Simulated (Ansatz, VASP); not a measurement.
## Two plane-wave programs on SnSe2

INCAR

```
SYSTEM = SnSe2
ALGO = Normal
EDIFF = 1E-6
ENCUT = 520
GGA = PE
ISIF = 2
ISMEAR = 0
IVDW = 12
LASPH = .True.
LCHARG = .False.
LREAL = .False.
LWAVE = .False.
NBANDS = 20
NELM = 100
PREC = Accurate
SIGMA = 0.03
```

KPOINTS

```
k-points
0
Gamma
  12 12 6
  0 0 0
```

Contents of POSCAR:

```
SnSe2
1.0
    3.6470961658      0.0000000000      0.0000000000
   -1.8235480829      3.1584779297      0.0000000000
    0.0000000000      0.0000000000      6.1619218883
Sn Se
1 2
Direct
    0.0000000000      0.0000000000      0.0000000000
    0.3333333333      0.6666666667      0.2651529960
    0.6666666667      0.3333333333      0.7348470040
```

Input for Ansatz:

```yaml
crystal:
  lattice:
    - [3.6470961658, 0.0, 0.0]
    - [-1.8235480829, 3.1584779297, 0.0]
    - [0.0, 0.0, 6.1619218883]
  atoms:
    - { symbol: Sn, position: [0.0, 0.0, 0.0] }
    - { symbol: Se, position: [0.3333333333, 0.6666666667, 0.265152996] }
    - { symbol: Se, position: [0.6666666667, 0.3333333333, 0.734847004] }
basis:
  ecutwfc: 420
kpoints:
  mp_grid: { grid: [12, 12, 6] }
hamiltonian:
  xc: pbe
  dispersion: d3bj
scf:
  occupations: { method: gaussian, width: 0.03 }
output:
  forces: true
  stress: true
  eigenvalues: true
```

Change from the starting cell: strain -0.050 along x and y, +0.025 along z, atoms carried along.

Alike in both runs: task single point; functional PBE; dispersion D3(BJ); k mesh 12 × 12 × 6; occupations gaussian, width 0.03 eV; no spin polarisation.

|  | VASP | Ansatz |
| --- | --- | --- |
| version | VASP 6.6.1 | Ansatz 0.2.0 |
| potentials or method | VASP PAW PBE potentials, release 64 (Sn_d, Se), cutoff 520 eV | scalar-relativistic, plane waves, PAW |
| valence electrons in the cell | 26 | 46 |

VASP gave:

| Quantity | Value |
| --- | --- |
| gap on the k mesh at the Fermi level (eV) | 0.33 |
| least direct gap on the mesh (eV) | 1.10 |
| pressure (GPa) | 6.3 |
| traceless stress, the component that is largest in VASP (GPa) | -3.95 |
| rms of the force components (eV/Å) | 0.112 |

Task: Which values does Ansatz return?

Result: gap on the k mesh at the Fermi level (eV): 0.34; least direct gap on the mesh (eV): 1.11; pressure (GPa): 6.2; traceless stress, the component that is largest in VASP (GPa): -3.97; rms of the force components (eV/Å): 0.103.

Atom by atom the forces differ by 0.009 eV/Å (rms over components). VASP's potentials hold 26 valence electrons a cell and Ansatz's 46, so a difference there can come from the potentials and not from the codes.
